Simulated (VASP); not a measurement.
## WSe2: single point with LDA

System: WSe2, a slab with vacuum.

```
W Se
1.0
     3.41145    0.00000    0.00000
    -1.70572    2.95440    0.00000
     0.00000    0.00000   15.75742
W Se
1 2
Direct
  0.00000 0.00000 0.00000
  0.33333 0.66667 0.09979
  0.33333 0.66667 0.90021
```

This cell differs from its parent crystal: ratio of the length along z to the lengths across it x 0.92, volume and fractional coordinates fixed.

| Property | Result |
| --- | --- |
| Program | VASP 6.6.1 |
| Task | single point |
| Functional | LDA |
| Potentials or basis | VASP PAW LDA potentials, release 64 (W_sv, Se) |
| Cutoff | 500 eV |
| k mesh | 12 × 12 × 2 |
| Occupations | gaussian, width 0.05 eV |
| Spin | no spin polarisation |

The largest force is 0.717 eV/Å and the band gap on the k mesh is 0.80 eV (least direct gap 1.12 eV).

Forces on the atoms (eV/Å):
```
W    0.000  0.000  0.000
Se   0.000  0.000  0.717
Se   0.000  0.000 -0.717
```

Levels at points of the mesh, in eV from the valence-band top:
```
           k point  band 10  band 11  band 12  band 13  band 14  band 15  band 16  band 17
(0.00, 0.00, 0.00)    -1.87    -1.87    -1.75     0.00     2.56     2.56     2.96     2.96
(0.50, 0.00, 0.00)    -3.46    -1.81    -1.54    -1.04     1.74     2.10     3.54     4.23
(0.00, 0.00, 0.50)    -1.87    -1.87    -1.75     0.00     2.56     2.56     2.96     2.96
(0.50, 0.00, 0.50)    -3.46    -1.81    -1.54    -1.04     1.74     2.10     3.54     4.23
```

Run time: 5.2 min on 1 thread of Intel Xeon 8259CL (shared host), peak memory 0.31 GiB.

Caveat: spin-orbit coupling is left out, which moves the levels of the heavy elements.
